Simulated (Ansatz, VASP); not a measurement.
## Two plane-wave programs on InP

POSCAR

```
InP
1.0
    0.0000000000      2.9978724482      2.9535689145
    2.9978724482      0.0000000000      2.9535689145
    2.9978724482      2.9978724482      0.0000000000
In P
1 1
Direct
    0.0000000000      0.0000000000      0.0000000000
    0.7500000000      0.7500000000      0.7500000000
```

Contents of INCAR.step1:

```
SYSTEM = InP
ALGO = Normal
EDIFF = 1E-4
ENCUT = 520
GGA = PE
ISMEAR = 0
LASPH = .True.
LCHARG = .False.
LREAL = .False.
LWAVE = .True.
NBANDS = 16
NELM = 60
PREC = Accurate
SIGMA = 0.05
```

File INCAR.step2:

```
SYSTEM = InP
ALGO = Normal
EDIFF = 1E-6
ENCUT = 520
ISIF = 2
ISMEAR = 0
ISTART = 1
LASPH = .True.
LCHARG = .False.
LMIXTAU = .True.
LREAL = .False.
LWAVE = .False.
METAGGA = R2SCAN
NBANDS = 16
NELM = 60
PREC = Accurate
SIGMA = 0.05
```

The input KPOINTS:

```
k-points
0
Gamma
  8 8 8
  0 0 0
```

Input for Ansatz:

```yaml
crystal:
  lattice:
    - [0.0, 2.9978724482, 2.9535689145]
    - [2.9978724482, 0.0, 2.9535689145]
    - [2.9978724482, 2.9978724482, 0.0]
  atoms:
    - { symbol: In, position: [0.0, 0.0, 0.0] }
    - { symbol: P, position: [0.75, 0.75, 0.75] }
basis:
  ecutwfc: 500
kpoints:
  mp_grid: { grid: [8, 8, 8] }
hamiltonian:
  xc: r2scan
scf:
  occupations: { method: gaussian, width: 0.05 }
output:
  forces: true
  stress: true
  eigenvalues: true
```

Change from the starting cell: strain +0.015 along x and y, +0.000 along z, atoms carried along.

Alike in both runs: task single point; functional r2SCAN; k mesh 8 × 8 × 8; occupations gaussian, width 0.05 eV; no spin polarisation.

|  | VASP | Ansatz |
| --- | --- | --- |
| version | VASP 6.6.1 | Ansatz 0.2.0 |
| potentials or method | VASP PAW PBE potentials, release 64 (In_d, P), cutoff 520 eV | scalar-relativistic, plane waves, PAW |
| valence electrons in the cell | 18 | 18 |

```csv
,VASP,Ansatz,Ansatz less VASP
gap on the k mesh at the Fermi level (eV),0.81,0.81,-0.003
least direct gap on the mesh (eV),0.81,0.81,-0.003
pressure (GPa),-2.0,-1.9,+0.09
"traceless stress, the component that is largest in VASP (GPa)",0.44,0.44,-0.004
```

VASP's potentials were made for PBE, not for r2SCAN. With one functional, cell and mesh, what is left measures potentials, basis and numerics.
